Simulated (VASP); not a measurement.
# TePb (I4/mmm) in VASP: a series of runs

Runs on TePb. Level: PBEsol. Tasks: single point.

Everything below comes from runs of VASP 6.6.1. Logs are shortened: lines on timing, memory, paths and dates and some standing lists are left out, and cuts for length are marked.

### Step 1. The cell of the first run

It takes space group I4/mmm (No. 139, tetragonal). Conventional cell: a = 4.564 Å, b = 4.564 Å, c = 6.389 Å, α = 90.00°, β = 90.00°, γ = 90.00°. Within 4.2 Å of Te (site symmetry 4/mmm) lie 6 Pb at 3.19 to 3.23 Å. Pb (site symmetry 4/mmm) has 6 Te at 3.19 to 3.23 Å within 4.2 Å.

### Step 2. Single point, PBEsol (zz strain of -1 %)

File INCAR:

```
PREC = Accurate
ENCUT = 520
EDIFF = 1E-7
ISMEAR = -1
SIGMA = 0.03
LREAL = F
LASPH = T
NELM = 60
ALGO = Normal
ISIF = 2
LWAVE = F
LCHARG = F
GGA = PS
NBANDS = 17
```

File KPOINTS:

```
Automatic mesh
0
Gamma
  10 10 10
```

File POSCAR:

```
TePb
1.0
    0.0000000000      3.2270000000      3.1947300000
    3.2270000000      0.0000000000      3.1947300000
    3.2270000000      3.2270000000      0.0000000000
Te Pb
1 1
Direct
    0.5000000000      0.5000000000      0.5000000000
    0.0000000000      0.0000000000      0.0000000000
```

Potentials or basis: VASP PAW PBE potentials, release 64 (Te, Pb_d).

Run with:

```
cat potpaw_PBE.64/Te/POTCAR potpaw_PBE.64/Pb_d/POTCAR > POTCAR
mpirun -np 1 vasp_std > vasp.out
```

OUTCAR:

```text
PREC = Accurate
   ENCUT = 520
   EDIFF = 1E-7
   ISMEAR = -1
   LREAL = F
   LASPH = T
   NELM = 60
   ISIF = 2
   GGA = PS

 ion  position               nearest neighbor table
   1  0.500  0.500  0.500-   2 3.19   2 3.19   2 3.23   2 3.23   2 3.23   2 3.23
   2  0.000  0.000  0.000-   1 3.19   1 3.19   1 3.23   1 3.23   1 3.23   1 3.23

  LATTYP: Found a body centered tetragonal cell.
 ALAT       =     4.5636671658
 C/A-ratio  =     1.4000714267

  Lattice vectors:

 A1 = (   0.0000000000,  -3.2270000000,  -3.1947300000)
 A2 = (   0.0000000000,   3.2270000000,  -3.1947300000)
 A3 = (   3.2270000000,   0.0000000000,   3.1947300000)

Analysis of symmetry for initial positions (statically):
=====================================================================
 Subroutine PRICEL returns:
 Original cell was already a primitive cell.

 Routine SETGRP: Setting up the symmetry group for a
 body centered tetragonal supercell.

 Subroutine GETGRP returns: Found 16 space group operations
 (whereof 16 operations were pure point group operations)
 out of a pool of 16 trial point group operations.

The static configuration has the point symmetry D_4h.

Analysis of symmetry for dynamics (positions and initial velocities):
=====================================================================
 Subroutine PRICEL returns:
 Original cell was already a primitive cell.

 Routine SETGRP: Setting up the symmetry group for a
 body centered tetragonal supercell.

 Subroutine GETGRP returns: Found 16 space group operations
 (whereof 16 operations were pure point group operations)
 out of a pool of 16 trial point group operations.

The dynamic configuration has the point symmetry D_4h.

 Subroutine INISYM returns: Found 16 space group operations
 (whereof 16 operations are pure point group operations),
 and found     1 'primitive' translations

----------------------------------------------------------------------------------------

                                     Primitive cell

  volume of cell :      66.5368

  direct lattice vectors                    reciprocal lattice vectors
     0.000000000  3.227000000  3.194730000    -0.154942671  0.154942671  0.156507749
     3.227000000  0.000000000  3.194730000     0.154942671 -0.154942671  0.156507749
     3.227000000  3.227000000  0.000000000     0.154942671  0.154942671 -0.156507749

  length of vectors
[... 74 lines left out ...]
   ISTART =      0    job   : 0-new  1-cont  2-samecut
   ICHARG =      2    charge: 1-file 2-atom 10-const
   ISPIN  =      1    spin polarized calculation?
   LNONCOLLINEAR =      F non collinear calculations
   LSORBIT =      F    spin-orbit coupling
   LASPH  =      T    aspherical Exc in radial PAW
   ENCUT  =  520.0 eV  38.22 Ry    6.18 a.u.   8.44  8.44  8.49*2*pi/ulx,y,z
   NELM   =     60;   NELMIN=  2; NELMDL= -5     # of ELM steps
   EDIFF  = 0.1E-06   stopping-criterion for ELM
   LREAL  =      F    real-space projection
   EDIFFG = 0.1E-05   stopping-criterion for IOM
   NSW    =      0    number of steps for IOM
   IBRION =     -1    ionic relax: 0-MD 1-quasi-New 2-CG
   NFREE  =      0    steps in history (QN), initial steepest desc. (CG)
   ISIF   =      2    stress and relaxation
   ISYM   =      2    0-nonsym 1-usesym 2-fastsym
   POTIM  = 0.5000    time-step for ionic-motion
   TEBEG  =    0.0;   TEEND  =   0.0 temperature during run
   PSTRESS=    0.0 pullay stress
   NELECT =      20.0000    total number of electrons
   NUPDOWN=      -1.0000    fix difference up-down
   EMIN   =  10.00;   EMAX   =-10.00  energy-range for DOS
   EFERMI =   0.00;   METHOD = LEGACY
   ISMEAR =    -1;   SIGMA  =   0.03  broadening in eV -4-tet -1-fermi 0-gaus
   EFERMI_NEDOS =   21; number of points for ismear=-14 and -15
   IALGO  =     38    algorithm
   IMIX   =      4    mixing-type and parameters
     AMIX     =   0.40;   BMIX     =  1.00
     AMIX_MAG =   1.60;   BMIX_MAG =  1.00
  volume/ion in A,a.u.               =      33.27       224.51
  Fermi-wavevector in a.u.,A,eV,Ry     =   1.096640  2.072349 16.362633  1.202620
  Thomas-Fermi vector in A             =   2.232986
   LORBIT       =      0    0 simple, 1 ext, 2 COOP (PROOUT), +10 PAW based schemes
   GGA     = PS    functional components
   LHFCALC =     F    Hartree Fock is set to
   AEXX    =    0.0000 exact exchange contribution
   IVDW    =     0    specifies the selected vdW correction
   LEPSILON=     F    determine dielectric tensor
   LRPA    =     F    only Hartree local field effects (RPA)
 non-spin polarized calculation
  energy-cutoff  :      520.00
  volume of cell :       66.54
 maximum number of plane-waves:      1820
 NGX is ok and might be reduce to    36
   NGX = 17   NGY = 17   NGZ = 17

 number of electron      20.0000001 magnetization

 Free energy of the ion-electron system (eV)
  ---------------------------------------------------
  ext. energy  EPLUGINS =         0.00000000
  ---------------------------------------------------
  free energy    TOTEN  =        -8.25721887 eV

  energy without entropy =       -8.25721872  energy(sigma->0) =       -8.25721880

 E-fermi :   5.9620     XC(G=0):  -9.5317

 val. band max:        5.6445548638   @ k =   0.5000   0.0000   0.0000
 cond. band min:       6.2780911043   @ k =   0.5000   0.0000   0.0000
 fundamental gap:      0.6335362405
 Fermi energy:         5.9619621292

 k-point     1 :       0.0000    0.0000    0.0000
  band No.  band energies     occupation
      1     -11.0143      2.00000
      2     -11.0110      2.00000
      3     -11.0022      2.00000
      4     -10.9998      2.00000
      5     -10.9998      2.00000
      6      -6.5109      2.00000
[... 457 lines left out ...]
      4     -10.9783      2.00000
      5     -10.9772      2.00000
      6      -5.1845      2.00000
[... 9 lines left out ...]
     16      15.2659      0.00000
     17      15.8574      0.00000

 [... further k-points ...]
[... 5 lines left out ...]
  --------------------------------------------------------------------------------------
  -------------------------------------------------------------------------------------
  Total       -0.0877489     -0.0877489      0.4415987      0.0000000      0.0000000      0.0000000
  in kB       -2.1129535     -2.1129535     10.6335004      0.0000000      0.0000000      0.0000000
  external PRESSURE =       2.1358644 kB  Pullay stress =       0.0000000 kB

 VOLUME and BASIS-vectors are now :
 -----------------------------------------------------------------------------
  energy-cutoff  :      520.00
  volume of cell :       66.54
      direct lattice vectors                 reciprocal lattice vectors
     0.000000000  3.227000000  3.194730000    -0.154942671  0.154942671  0.156507749
     3.227000000  0.000000000  3.194730000     0.154942671 -0.154942671  0.156507749
     3.227000000  3.227000000  0.000000000     0.154942671  0.154942671 -0.156507749

 POSITION                                       TOTAL-FORCE (eV/Angst)
 -----------------------------------------------------------------------------------
      3.22700      3.22700      3.19473         0.000000      0.000000      0.000000
      0.00000      0.00000      0.00000         0.000000      0.000000     -0.000000
 -----------------------------------------------------------------------------------
    total drift:                               -0.000000      0.000000      0.000000

  FREE ENERGIE OF THE ION-ELECTRON SYSTEM (eV)
  ---------------------------------------------------
  free  energy   TOTEN  =        -8.2572188715 eV

  energy  without entropy=       -8.2572187230  energy(sigma->0) =       -8.25721880
```

Run time: 2.3 min. Hardware: 1 thread of Intel Xeon 8259CL, shared host; peak memory 0.28 GiB.

What came out:

| Property | Result |
| --- | --- |
| Free energy | -8.2572 eV |
| Pressure | 0.2 GPa |
| Band gap on the k mesh | 0.63 eV |

Caveat: the cell differs from its parent crystal (zz strain of -1 %); the PAW data sets were made with another functional, which shifts forces and pressure a little; spin-orbit coupling is left out, which moves the levels of the heavy elements. A k mesh can miss the band edges.

### Step 3. Single point, PBEsol (zz strain of +1 %)

File INCAR:

```
SYSTEM = TePb
PREC = Accurate
ENCUT = 520
EDIFF = 1E-6
ISMEAR = -1
SIGMA = 0.03
LREAL = .False.
LASPH = .True.
NELM = 100
ALGO = Normal
ISIF = 2
LWAVE = .False.
LCHARG = .False.
GGA = PS
NBANDS = 17
```

File KPOINTS:

```
Automatic mesh
0
Gamma
  10 10 10
  0 0 0
```

File POSCAR:

```
TePb
1.0
    0.0000000000      3.2270000000      3.2592700000
    3.2270000000      0.0000000000      3.2592700000
    3.2270000000      3.2270000000      0.0000000000
Te Pb
1 1
Direct
    0.5000000000      0.5000000000      0.5000000000
    0.0000000000      0.0000000000      0.0000000000
```

Potentials or basis: VASP PAW PBE potentials, release 64 (Te, Pb_d).

Run with:

```
cat potpaw_PBE.64/Te/POTCAR potpaw_PBE.64/Pb_d/POTCAR > POTCAR
mpirun -np 1 vasp_std > vasp.out
```

OUTCAR:

```text
SYSTEM = TePb
   PREC = Accurate
   ENCUT = 520
   EDIFF = 1E-6
   ISMEAR = -1
   LREAL = .False.
   LASPH = .True.
   NELM = 100
   ISIF = 2
   GGA = PS

 ion  position               nearest neighbor table
   1  0.500  0.500  0.500-   2 3.23   2 3.23   2 3.23   2 3.23   2 3.26   2 3.26
   2  0.000  0.000  0.000-   1 3.23   1 3.23   1 3.23   1 3.23   1 3.26   1 3.26

  LATTYP: Found a body centered tetragonal cell.
 ALAT       =     4.5636671658
 C/A-ratio  =     1.4283556980

  Lattice vectors:

 A1 = (  -3.2270000000,   0.0000000000,   3.2592700000)
 A2 = (   3.2270000000,   0.0000000000,   3.2592700000)
 A3 = (   0.0000000000,   3.2270000000,  -3.2592700000)

Analysis of symmetry for initial positions (statically):
=====================================================================
 Subroutine PRICEL returns:
 Original cell was already a primitive cell.

 Routine SETGRP: Setting up the symmetry group for a
 body centered tetragonal supercell.

 Subroutine GETGRP returns: Found 16 space group operations
 (whereof 16 operations were pure point group operations)
 out of a pool of 16 trial point group operations.

The static configuration has the point symmetry D_4h.
[... 155 lines left out ...]
  ext. energy  EPLUGINS =         0.00000000
  ---------------------------------------------------
  free energy    TOTEN  =        -8.25566439 eV

  energy without entropy =       -8.25566431  energy(sigma->0) =       -8.25566435

 E-fermi :   5.7196     XC(G=0):  -9.4424

 val. band max:        5.3799208226   @ k =   0.5000   0.0000   0.0000
 cond. band min:       6.0570367201   @ k =   0.5000   0.0000   0.0000
 fundamental gap:      0.6771158975
 Fermi energy:         5.7195618351

 k-point     1 :       0.0000    0.0000    0.0000
  band No.  band energies     occupation
      1     -11.2395      2.00000
      2     -11.2355      2.00000
      3     -11.2280      2.00000
      4     -11.2280      2.00000
      5     -11.2253      2.00000
      6      -6.6028      2.00000
[... 457 lines left out ...]
      4     -11.2090      2.00000
      5     -11.2079      2.00000
      6      -5.3873      2.00000
[... 9 lines left out ...]
     16      15.0651      0.00000
     17      15.4704      0.00000

 [... further k-points ...]
[... 5 lines left out ...]
  --------------------------------------------------------------------------------------
  -------------------------------------------------------------------------------------
  Total       -0.1316277     -0.1316277     -0.6011583      0.0000000     -0.0000000     -0.0000000
  in kB       -3.1067744     -3.1067744    -14.1889790      0.0000000     -0.0000000     -0.0000000
  external PRESSURE =      -6.8008426 kB  Pullay stress =       0.0000000 kB

 VOLUME and BASIS-vectors are now :
 -----------------------------------------------------------------------------
  energy-cutoff  :      520.00
  volume of cell :       67.88
      direct lattice vectors                 reciprocal lattice vectors
     0.000000000  3.227000000  3.259270000    -0.154942671  0.154942671  0.153408585
     3.227000000  0.000000000  3.259270000     0.154942671 -0.154942671  0.153408585
     3.227000000  3.227000000  0.000000000     0.154942671  0.154942671 -0.153408585

 POSITION                                       TOTAL-FORCE (eV/Angst)
 -----------------------------------------------------------------------------------
      3.22700      3.22700      3.25927        -0.000000     -0.000000     -0.000000
      0.00000      0.00000      0.00000         0.000000      0.000000      0.000000
 -----------------------------------------------------------------------------------
    total drift:                               -0.000000      0.000000      0.000000

  FREE ENERGIE OF THE ION-ELECTRON SYSTEM (eV)
  ---------------------------------------------------
  free  energy   TOTEN  =        -8.2556643863 eV

  energy  without entropy=       -8.2556643085  energy(sigma->0) =       -8.25566435
```

stdout:

```text
POSCAR found type information on POSCAR TePb
 POSCAR found :  2 types and       2 ions
 scaLAPACK will be used
 -----------------------------------------------------------------------------
|                                                                             |
|                                                                             |
|     You enforced a specific xc type in the INCAR file but a different       |
|     I HOPE YOU KNOW WHAT YOU ARE DOING!                                     |
|                                                                             |
 -----------------------------------------------------------------------------

 LDA part: xc-table for (Slater+PW92), standard interpolation
 POSCAR, INCAR and KPOINTS ok, starting setup
 FFT: planning ... GRIDC
 FFT: planning ... GRID_SOFT
 FFT: planning ... GRID
 WAVECAR not read
 entering main loop
```

Wall time 1.8 min (1 thread of Intel Xeon 8259CL, shared host); peak memory 0.29 GiB.

Results:

- Free energy: -8.2557 eV
- Pressure: -0.7 GPa
- Band gap on the k mesh: 0.68 eV

Stress tensor (GPa, compression positive):
```
-0.31  0.00  0.00
 0.00 -0.31  0.00
 0.00  0.00 -1.42
```

Caveat: the cell differs from its parent crystal (zz strain of +1 %); the PAW data sets were made with another functional, which shifts forces and pressure a little; spin-orbit coupling is left out, which moves the levels of the heavy elements. A k mesh can miss the band edges.

### Step 4. Single point, PBEsol (zz strain of +2 %)

File INCAR:

```
SYSTEM = TePb
ALGO     = Normal         ! electronic algorithm
EDIFF    = 1E-6           ! SCF threshold, eV
ENCUT    = 520            ! plane-wave cutoff, eV
GGA      = PS             ! functional
ISIF     = 2              ! what is computed and relaxed
ISMEAR   = -1             ! smearing method
LASPH    = .True.         ! aspherical terms in the spheres
LCHARG   = .True.         ! write CHGCAR
LELF     = .True.         ! ELF
LREAL    = .False.        ! projectors in reciprocal space
LVHAR    = .True.       
LWAVE    = .False.        ! write WAVECAR
NBANDS   = 17             ! bands
NELM     = 100            ! most SCF steps
PREC     = Accurate       ! precision mode
SIGMA    = 0.03           ! smearing width, eV
```

File KPOINTS:

```
k-points
0
Gamma
  10 10 10
  0 0 0
```

File POSCAR:

```
TePb
1.0
    0.0000000000      3.2270000000      3.2915400000
    3.2270000000      0.0000000000      3.2915400000
    3.2270000000      3.2270000000      0.0000000000
Te Pb
1 1
Direct
    0.5000000000      0.5000000000      0.5000000000
    0.0000000000      0.0000000000      0.0000000000
```

Run with:

```
cat potpaw_PBE.64/Te/POTCAR potpaw_PBE.64/Pb_d/POTCAR > POTCAR
mpirun -np 1 vasp_std > vasp.out
```

Wall time 1.8 min (1 thread of Intel Xeon 8259CL, shared host); peak memory 0.29 GiB.

Results (log left out):

- Free energy: -8.2478 eV
- Pressure: -1.0 GPa
- Band gap on the k mesh: 0.68 eV

Stress tensor (GPa, compression positive):
```
-0.36  0.00  0.00
 0.00 -0.36  0.00
 0.00  0.00 -2.43
```

Levels at points of the mesh, in eV from the valence-band top:
```csv
k point,band 6,band 7,band 8,band 9,band 10,band 11,band 12,band 13,band 14,band 15
"(0.00, 0.00, 0.00)",-11.91,-5.66,-1.34,-1.34,-1.15,3.74,4.18,4.18,5.71,5.83
"(0.50, 0.00, 0.00)",-10.51,-8.53,-0.86,-0.80,0.00,0.68,1.25,1.32,8.26,9.12
"(0.50, 0.50, 0.00)",-10.37,-7.19,-4.38,-2.69,-2.69,3.32,5.46,5.46,6.40,10.11
"(0.50, 0.00, 0.50)",-10.23,-7.33,-4.42,-2.84,-2.63,3.26,5.13,5.61,6.68,9.99
```

Caveat: the cell differs from its parent crystal (zz strain of +2 %); the PAW data sets were made with another functional, which shifts forces and pressure a little; spin-orbit coupling is left out, which moves the levels of the heavy elements. A k mesh can miss the band edges.

### Step 5. Overview

```tsv
cell	gap on the mesh (eV)	pressure (GPa)
a = 4.541, b = 4.541, c = 4.564 Å, angles 59.8, 59.8, 60.3°, 2 atoms	0.63	0.2
a = 4.587, b = 4.587, c = 4.564 Å, angles 60.2, 60.2, 59.7°, 2 atoms	0.68	-0.7
a = 4.610, b = 4.610, c = 4.564 Å, angles 60.3, 60.3, 59.3°, 2 atoms	0.68	-1.0
```

Alike in all rows: task single point; level PBEsol; potentials or basis VASP PAW PBE potentials, release 64 (Te, Pb_d); no spin polarisation; k mesh 10 × 10 × 10; cutoff (eV) 520; smearing fermi-dirac 0.03 eV.

Caveats: the PAW data sets were made with another functional, which shifts forces and pressure a little; spin-orbit coupling is left out, which moves the levels of the heavy elements.

Absolute energies hang on the potentials; compare differences alone.
